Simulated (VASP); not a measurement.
# W in VASP: a series of runs

The runs below take W through single point, with PBE.

Program: VASP 6.6.1. These are calculated values, not measurements. Logs are shortened: lines on timing, memory, paths and dates and some standing lists are left out, and cuts for length are marked.

### Step 1. The cell of the first run

The cell holds a slab with vacuum, 1 atom: a = 2.757 Å, b = 2.757 Å, c = 16.000 Å, α = 90.00°, β = 90.00°, γ = 109.47°.

### Step 2. Single point, PBE

INCAR

```
PREC = Accurate
ENCUT = 520
EDIFF = 1E-6
ISMEAR = -1
SIGMA = 0.1
LREAL = False
LASPH = True
NELM = 60
ALGO = Normal
ISIF = 2
LWAVE = False
LCHARG = True
LDIPOL = True
IDIPOL = 3
DIPOL = 0.5 0.5 0.500
GGA = PE
LELF = True
LVHAR = True
LVACPOTAV = True
NBANDS = 13
```

KPOINTS

```
regular mesh
0
Gamma
  13 13 1
```

POSCAR

```
W
1.0
    2.7570193921      0.0000000000      0.0000000000
   -0.9190064640      2.5993428107      0.0000000000
    0.0000000000      0.0000000000     16.0000000000
W
1
Direct
    0.0000000000      0.0000000000      0.5000000000
```

Potentials or basis: VASP PAW PBE potentials, release 64 (W_sv).

Launch:

```sh
cat potpaw_PBE.64/W_sv/POTCAR > POTCAR
mpirun -np 1 vasp_std > vasp.out
```

OUTCAR:

```text
PREC = Accurate
   ENCUT = 520
   EDIFF = 1E-6
   ISMEAR = -1
   LREAL = False
   LASPH = True
   NELM = 60
   ISIF = 2
   GGA = PE

 ion  position               nearest neighbor table
   1  0.000  0.000  0.500-

  LATTYP: Found a base centered orthorhombic cell.
 ALAT       =     3.1835317764
 B/A-ratio  =     1.4142135624
 C/A-ratio  =     5.0258647074

  Lattice vectors:

 A1 = (   2.7570193921,   0.0000000000,   0.0000000000)
 A2 = (  -0.9190064640,   2.5993428107,   0.0000000000)
 A3 = (   0.0000000000,   0.0000000000,  16.0000000000)

Analysis of symmetry for initial positions (statically):
=====================================================================
 Subroutine PRICEL returns:
 Original cell was already a primitive cell.

 Routine SETGRP: Setting up the symmetry group for a
 base centered orthorhombic supercell.

 Subroutine GETGRP returns: Found  8 space group operations
 (whereof  8 operations were pure point group operations)
 out of a pool of  8 trial point group operations.

The static configuration has the point symmetry D_2h.

Analysis of symmetry for dynamics (positions and initial velocities):
=====================================================================
 Subroutine PRICEL returns:
 Original cell was already a primitive cell.

 Routine SETGRP: Setting up the symmetry group for a
 base centered orthorhombic supercell.

 Subroutine GETGRP returns: Found  8 space group operations
 (whereof  8 operations were pure point group operations)
 out of a pool of  8 trial point group operations.

The dynamic configuration has the point symmetry D_2h.

 Subroutine INISYM returns: Found  8 space group operations
 (whereof  8 operations are pure point group operations),
 and found     1 'primitive' translations

----------------------------------------------------------------------------------------

                                     Primitive cell

  volume of cell :     114.6630

  direct lattice vectors                    reciprocal lattice vectors
     2.757019392  0.000000000  0.000000000     0.362710543  0.128237542  0.000000000
    -0.919006464  2.599342811  0.000000000     0.000000000  0.384712627  0.000000000
     0.000000000  0.000000000 16.000000000     0.000000000  0.000000000  0.062500000

  length of vectors
     2.757019392  2.757019392 16.000000000     0.384712627  0.384712627  0.062500000

  position of ions in fractional coordinates (direct lattice)
     0.000000000  0.000000000  0.500000000

  ion indices of the primitive-cell ions
   primitive index   ion index
                 1           1

----------------------------------------------------------------------------------------

 KPOINTS: regular mesh

Automatic generation of k-mesh.
 Grid dimensions read from file:
 generate k-points for:   13   13    1

 Generating k-lattice:

  Cartesian coordinates                     Fractional coordinates (reciprocal lattice)
     0.027900811  0.009864426  0.000000000     0.076923077 -0.000000000  0.000000000
     0.000000000  0.029593279  0.000000000     0.000000000  0.076923077  0.000000000
     0.000000000  0.000000000  0.062500000     0.000000000  0.000000000  1.000000000

  Length of vectors
     0.029593279  0.029593279  0.062500000

  Shift w.r.t. Gamma in fractional coordinates (k-lattice)
     0.000000000  0.000000000  0.000000000

 Subroutine IBZKPT returns following result:
 ===========================================

 Found     49 irreducible k-points:

 Following reciprocal coordinates:
            Coordinates               Weight
  0.000000  0.000000  0.000000      1.000000
  0.076923 -0.000000  0.000000      4.000000
  0.153846  0.000000  0.000000      4.000000
  0.230769  0.000000  0.000000      4.000000
  0.307692  0.000000  0.000000      4.000000
  0.384615  0.000000  0.000000      4.000000
[... 16 lines left out ...]
  0.384615  0.153846  0.000000      4.000000
  0.461538  0.153846  0.000000      4.000000
 [... further k-points ...]
   k-points           NKPTS =     49   k-points in BZ     NKDIM =     49   number of bands    NBANDS=     13
   number of dos      NEDOS =    301   number of ions     NIONS =      1
   total plane-waves  NPLWV =  69120
   dimension x,y,z NGX =    24 NGY =   24 NGZ =  120
   dimension x,y,z NGXF=    48 NGYF=   48 NGZF=  240
   ions per type =               1
   NGX,Y,Z   is equivalent  to a cutoff of  14.47, 14.47, 12.47 a.u.
   NGXF,Y,Z  is equivalent  to a cutoff of  28.94, 28.94, 24.94 a.u.
 SYSTEM =  unknown system
   PREC   = accura    normal or accurate (medium, high low for compatibility)
   ISTART =      0    job   : 0-new  1-cont  2-samecut
   ICHARG =      2    charge: 1-file 2-atom 10-const
   ISPIN  =      1    spin polarized calculation?
   LNONCOLLINEAR =      F non collinear calculations
   LSORBIT =      F    spin-orbit coupling
   LASPH  =      T    aspherical Exc in radial PAW
   ENCUT  =  520.0 eV  38.22 Ry    6.18 a.u.   5.13  5.13 29.75*2*pi/ulx,y,z
   NELM   =     60;   NELMIN=  2; NELMDL= -5     # of ELM steps
   EDIFF  = 0.1E-05   stopping-criterion for ELM
   LREAL  =      F    real-space projection
   EDIFFG = 0.1E-04   stopping-criterion for IOM
   NSW    =      0    number of steps for IOM
   IBRION =     -1    ionic relax: 0-MD 1-quasi-New 2-CG
   NFREE  =      0    steps in history (QN), initial steepest desc. (CG)
   ISIF   =      2    stress and relaxation
   ISYM   =      2    0-nonsym 1-usesym 2-fastsym
   POTIM  = 0.5000    time-step for ionic-motion
   TEBEG  =    0.0;   TEEND  =   0.0 temperature during run
   PSTRESS=    0.0 pullay stress
   NELECT =      14.0000    total number of electrons
   NUPDOWN=      -1.0000    fix difference up-down
   EMIN   =  10.00;   EMAX   =-10.00  energy-range for DOS
   EFERMI =   0.00;   METHOD = LEGACY
   ISMEAR =    -1;   SIGMA  =   0.10  broadening in eV -4-tet -1-fermi 0-gaus
   EFERMI_NEDOS =   21; number of points for ismear=-14 and -15
   IALGO  =     38    algorithm
   IMIX   =      4    mixing-type and parameters
     AMIX     =   0.40;   BMIX     =  1.00
     AMIX_MAG =   1.60;   BMIX_MAG =  1.00
  volume/ion in A,a.u.               =     114.66       773.78
  Fermi-wavevector in a.u.,A,eV,Ry     =   0.812163  1.534765  8.974516  0.659608
  Thomas-Fermi vector in A             =   1.921655
   LORBIT       =      0    0 simple, 1 ext, 2 COOP (PROOUT), +10 PAW based schemes
   GGA     = PE    functional components
   LHFCALC =     F    Hartree Fock is set to
   AEXX    =    0.0000 exact exchange contribution
   IVDW    =     0    specifies the selected vdW correction
   LEPSILON=     F    determine dielectric tensor
   LRPA    =     F    only Hartree local field effects (RPA)
 non-spin polarized calculation
  energy-cutoff  :      520.00
  volume of cell :      114.66
 maximum number of plane-waves:      3118
 NGX is ok and might be reduce to    24
   NGX = 11   NGY = 11   NGZ = 59

 number of electron      13.9999998 magnetization

 dipolmoment           0.000000      0.000000     -0.000000 electrons x Angstroem

 Free energy of the ion-electron system (eV)
  ---------------------------------------------------
  ext. energy  EPLUGINS =         0.00000000
  ---------------------------------------------------
  free energy    TOTEN  =        -9.66315679 eV

  energy without entropy =       -9.60487898  energy(sigma->0) =       -9.63401788

 E-fermi :  -2.8476     XC(G=0):  -3.2595

 val. band max:       -2.8879682652   @ k =  -0.1538   0.0769   0.0000
 cond. band min:      -2.8201657240   @ k =  -0.3077   0.2308   0.0000
 fundamental gap:      0.0678025412
 Fermi energy:        -2.8475881301

 k-point     1 :       0.0000    0.0000    0.0000
  band No.  band energies     occupation
      1     -77.0456      2.00000
      2     -41.4173      2.00000
      3     -40.7462      2.00000
      4     -40.4890      2.00000
      5      -9.0103      2.00000
      6      -4.7370      2.00000
      7      -4.1543      2.00000
      8      -2.2286      0.00409
      9      -0.6406      0.00000
     10      -0.4282      0.00000
     11       0.2071      0.00000
     12       1.9860      0.00000
     13       2.5993      0.00000

 k-point     2 :       0.0769   -0.0000    0.0000
  band No.  band energies     occupation
      1     -77.0421      2.00000
      2     -41.4117      2.00000
      3     -40.7725      2.00000
      4     -40.5159      2.00000
      5      -8.7905      2.00000
      6      -4.6803      2.00000
      7      -4.0664      1.99999
      8      -2.4627      0.04171
      9      -0.6839      0.00000
     10      -0.2978      0.00000
     11       0.1743      0.00000
     12       2.1104      0.00000
     13       2.7832      0.00000

 k-point     3 :       0.1538    0.0000    0.0000
  band No.  band energies     occupation
      1     -77.0327      2.00000
      2     -41.3959      2.00000
      3     -40.8675      2.00000
      4     -40.5662      2.00000
      5      -8.1881      2.00000
      6      -4.5441      2.00000
      7      -3.7911      1.99984
      8      -3.0240      1.70740
      9      -0.6980      0.00000
     10      -0.1221      0.00000
     11       0.2841      0.00000
     12       2.4820      0.00000
     13       3.2740      0.00000
[... 305 lines left out ...]
 k-point    23 :       0.3846    0.1538    0.0000
  band No.  band energies     occupation
      1     -76.9813      2.00000
      2     -41.3739      2.00000
      3     -41.3104      2.00000
      4     -40.8157      2.00000
      5      -5.6594      2.00000
      6      -4.6047      2.00000
      7      -2.5595      0.10616
      8      -2.1154      0.00132
      9      -1.7073      0.00002
     10       1.4869      0.00000
     11       3.9942      0.00000
     12       5.6743      0.00000
     13       6.4126      0.00000

 k-point    24 :       0.4615    0.1538    0.0000
  band No.  band energies     occupation
      1     -76.9763      2.00000
      2     -41.4401      2.00000
      3     -41.3031      2.00000
      4     -40.8044      2.00000
      5      -5.5919      2.00000
      6      -4.7652      2.00000
      7      -2.6805      0.31654
      8      -2.1973      0.00299
      9      -1.5604      0.00001
     10       2.3299      0.00000
     11       4.3274      0.00000
     12       5.3422      0.00000
     13       7.0126      0.00000

 [... further k-points ...]

------------------------ aborting loop because EDIFF is reached ----------------------------------------

  FORCE on cell =-STRESS in cart. coord.  units (eV):
  Direction    XX          YY          ZZ          XY          YZ          ZX
  --------------------------------------------------------------------------------------
  -------------------------------------------------------------------------------------
  Total       -5.7775550     -6.0491444     -0.0090107     -0.3840854      0.0000000      0.0000000
  in kB      -80.7293231    -84.5242202     -0.1259053     -5.3667950      0.0000000      0.0000000
  external PRESSURE =     -55.1264828 kB  Pullay stress =       0.0000000 kB

 VOLUME and BASIS-vectors are now :
 -----------------------------------------------------------------------------
  energy-cutoff  :      520.00
  volume of cell :      114.66
      direct lattice vectors                 reciprocal lattice vectors
     2.757019392  0.000000000  0.000000000     0.362710543  0.128237542  0.000000000
    -0.919006464  2.599342811  0.000000000     0.000000000  0.384712627  0.000000000
     0.000000000  0.000000000 16.000000000     0.000000000  0.000000000  0.062500000

 POSITION                                       TOTAL-FORCE (eV/Angst)
 -----------------------------------------------------------------------------------
      0.00000      0.00000      8.00000         0.000000      0.000000      0.000000
 -----------------------------------------------------------------------------------
    total drift:                                0.000000      0.000000     -0.000000

  FREE ENERGIE OF THE ION-ELECTRON SYSTEM (eV)
  ---------------------------------------------------
  free  energy   TOTEN  =        -9.6631567886 eV

  energy  without entropy=       -9.6048789765  energy(sigma->0) =       -9.63401788

 vacuum level on the upper side and lower side of the slab         2.453         2.453
```

It took 31 s on 1 thread of Intel Xeon 6975P-C (Granite Rapids), shared host; peak memory 0.27 GiB.

What came out:

| Property | Result |
| --- | --- |
| Free energy | -9.6632 eV |
| Band gap on the k mesh | zero (bands 7 and 8 overlap by 1.24 eV) |

Levels at points of the mesh, in eV from the Fermi level:
```
           k point  band 4  band 5  band 6  band 7  band 8  band 9  band 10  band 11
(0.00, 0.00, 0.00)  -37.64   -6.16   -1.89   -1.31    0.62    2.21     2.42     3.05
```

Caveat: spin-orbit coupling is left out, which moves the levels of the heavy elements.

### Step 3. Single point, PBE

INCAR

```
SYSTEM = W
ALGO = Normal
DIPOL = 0.5 0.5 0.500
EDIFF = 1E-6
ENCUT = 520
GGA = PE
IDIPOL = 3
ISIF = 2
ISMEAR = -1
LASPH = .TRUE.
LCHARG = .FALSE.
LDIPOL = .TRUE.
LREAL = .FALSE.
LWAVE = .FALSE.
NBANDS = 13
NELM = 80
PREC = Accurate
SIGMA = 0.1
```

KPOINTS

```
k-points
0
G
  13 13 1
  0 0 0
```

POSCAR is that of step 2.

Potentials or basis: VASP PAW PBE potentials, release 64 (W_sv).

Launch:

```sh
cat potpaw_PBE.64/W_sv/POTCAR > POTCAR
mpirun -np 1 vasp_std > vasp.out
```

OUTCAR:

```text
SYSTEM = W
   EDIFF = 1E-6
   ENCUT = 520
   GGA = PE
   ISIF = 2
   ISMEAR = -1
   LASPH = .TRUE.
   LREAL = .FALSE.
   NELM = 80
   PREC = Accurate

 ion  position               nearest neighbor table
   1  0.000  0.000  0.500-

  LATTYP: Found a base centered orthorhombic cell.
 ALAT       =     3.1835317764
 B/A-ratio  =     1.4142135624
 C/A-ratio  =     5.0258647074

  Lattice vectors:

 A1 = (   2.7570193921,   0.0000000000,   0.0000000000)
 A2 = (  -0.9190064640,   2.5993428107,   0.0000000000)
 A3 = (   0.0000000000,   0.0000000000,  16.0000000000)

Analysis of symmetry for initial positions (statically):
=====================================================================
 Subroutine PRICEL returns:
 Original cell was already a primitive cell.

 Routine SETGRP: Setting up the symmetry group for a
 base centered orthorhombic supercell.

 Subroutine GETGRP returns: Found  8 space group operations
 (whereof  8 operations were pure point group operations)
 out of a pool of  8 trial point group operations.

The static configuration has the point symmetry D_2h.

Analysis of symmetry for dynamics (positions and initial velocities):
=====================================================================
 Subroutine PRICEL returns:
 Original cell was already a primitive cell.

 Routine SETGRP: Setting up the symmetry group for a
 base centered orthorhombic supercell.

 Subroutine GETGRP returns: Found  8 space group operations
 (whereof  8 operations were pure point group operations)
 out of a pool of  8 trial point group operations.

The dynamic configuration has the point symmetry D_2h.

 Subroutine INISYM returns: Found  8 space group operations
 (whereof  8 operations are pure point group operations),
 and found     1 'primitive' translations

----------------------------------------------------------------------------------------

                                     Primitive cell

  volume of cell :     114.6630

  direct lattice vectors                    reciprocal lattice vectors
     2.757019392  0.000000000  0.000000000     0.362710543  0.128237542  0.000000000
[... 122 lines left out ...]
 number of electron      13.9999998 magnetization

 dipolmoment           0.000000      0.000000     -0.000000 electrons x Angstroem

 Free energy of the ion-electron system (eV)
  ---------------------------------------------------
  ext. energy  EPLUGINS =         0.00000000
  ---------------------------------------------------
  free energy    TOTEN  =        -9.66315679 eV

  energy without entropy =       -9.60487898  energy(sigma->0) =       -9.63401788

 E-fermi :  -2.8476     XC(G=0):  -3.2595

 val. band max:       -2.8879682652   @ k =  -0.1538   0.0769   0.0000
 cond. band min:      -2.8201657240   @ k =  -0.3077   0.2308   0.0000
 fundamental gap:      0.0678025412
 Fermi energy:        -2.8475881301

 k-point     1 :       0.0000    0.0000    0.0000
  band No.  band energies     occupation
      1     -77.0456      2.00000
      2     -41.4173      2.00000
      3     -40.7462      2.00000
      4     -40.4890      2.00000
      5      -9.0103      2.00000
      6      -4.7370      2.00000
      7      -4.1543      2.00000
      8      -2.2286      0.00409
      9      -0.6406      0.00000
     10      -0.4282      0.00000
     11       0.2071      0.00000
     12       1.9860      0.00000
     13       2.5993      0.00000
[... 354 lines left out ...]
  band No.  band energies     occupation
      1     -76.9763      2.00000
      2     -41.4401      2.00000
      3     -41.3031      2.00000
      4     -40.8044      2.00000
      5      -5.5919      2.00000
      6      -4.7652      2.00000
      7      -2.6805      0.31654
      8      -2.1973      0.00299
      9      -1.5604      0.00001
     10       2.3299      0.00000
     11       4.3274      0.00000
     12       5.3422      0.00000
     13       7.0126      0.00000

 [... further k-points ...]

------------------------ aborting loop because EDIFF is reached ----------------------------------------

 vacuum level on the upper side and lower side of the slab       (xc-potential included)        -0.104        -0.104

  FORCE on cell =-STRESS in cart. coord.  units (eV):
  Direction    XX          YY          ZZ          XY          YZ          ZX
  --------------------------------------------------------------------------------------
  -------------------------------------------------------------------------------------
  Total       -5.7775550     -6.0491444     -0.0090107     -0.3840854      0.0000000      0.0000000
  in kB      -80.7293231    -84.5242202     -0.1259053     -5.3667950      0.0000000      0.0000000
  external PRESSURE =     -55.1264828 kB  Pullay stress =       0.0000000 kB

 VOLUME and BASIS-vectors are now :
 -----------------------------------------------------------------------------
  energy-cutoff  :      520.00
  volume of cell :      114.66
      direct lattice vectors                 reciprocal lattice vectors
     2.757019392  0.000000000  0.000000000     0.362710543  0.128237542  0.000000000
    -0.919006464  2.599342811  0.000000000     0.000000000  0.384712627  0.000000000
     0.000000000  0.000000000 16.000000000     0.000000000  0.000000000  0.062500000

 POSITION                                       TOTAL-FORCE (eV/Angst)
 -----------------------------------------------------------------------------------
      0.00000      0.00000      8.00000         0.000000      0.000000      0.000000
 -----------------------------------------------------------------------------------
    total drift:                                0.000000      0.000000     -0.000000

  FREE ENERGIE OF THE ION-ELECTRON SYSTEM (eV)
  ---------------------------------------------------
  free  energy   TOTEN  =        -9.6631567886 eV

  energy  without entropy=       -9.6048789765  energy(sigma->0) =       -9.63401788

 vacuum level on the upper side and lower side of the slab         2.365         2.365
```

OSZICAR:

```text
N       E                     dE             d eps       ncg     rms          rms(c)
DAV:   1     0.610050077023E+02    0.61005E+02   -0.86790E+03  1666   0.846E+02
DAV:   2    -0.690839063597E+01   -0.67913E+02   -0.62883E+02  1493   0.193E+02
DAV:   3    -0.103081743582E+02   -0.33998E+01   -0.31262E+01  1627   0.383E+01
[... 11 lines left out ...]
DAV:  15    -0.966313625535E+01   -0.13894E-04   -0.43274E-07  1175   0.260E-03    0.624E-04
DAV:  16    -0.966314463099E+01   -0.83756E-05   -0.60370E-07  1185   0.194E-03    0.380E-04
DAV:  17    -0.966315523185E+01   -0.10601E-04   -0.63750E-07  1081   0.220E-03    0.274E-04
DAV:  18    -0.966315626407E+01   -0.10322E-05   -0.49891E-08   996   0.828E-04    0.740E-05
DAV:  19    -0.966315678862E+01   -0.52454E-06   -0.24297E-08   930   0.397E-04
   1 F= -.96631568E+01 E0= -.96340179E+01  d E =-.582778E-01
```

stdout:

```text
POSCAR found type information on POSCAR W
 POSCAR found :  1 types and       1 ions
 scaLAPACK will be used
 LDA part: xc-table for (Slater+PW92), standard interpolation
 POSCAR, INCAR and KPOINTS ok, starting setup
 FFT: planning ... GRIDC
 FFT: planning ... GRID_SOFT
 FFT: planning ... GRID
 WAVECAR not read
 entering main loop
```

Wall time 29 s (1 thread of Intel Xeon 6975P-C (Granite Rapids), shared host); peak memory 0.27 GiB.

What came out:

| Item | Value |
| --- | --- |
| Free energy | -9.6632 eV |
| Band gap on the k mesh | zero (bands 7 and 8 overlap by 1.24 eV) |

Levels at points of the mesh, in eV from the Fermi level:
| k point | band 5 | band 6 | band 7 | band 8 | band 9 | band 10 |
| --- | --- | --- | --- | --- | --- | --- |
| (0.00, 0.00, 0.00) | -6.16 | -1.89 | -1.31 | 0.62 | 2.21 | 2.42 |

Caveat: spin-orbit coupling is left out, which moves the levels of the heavy elements.

(Continued in part 2 of 2.)
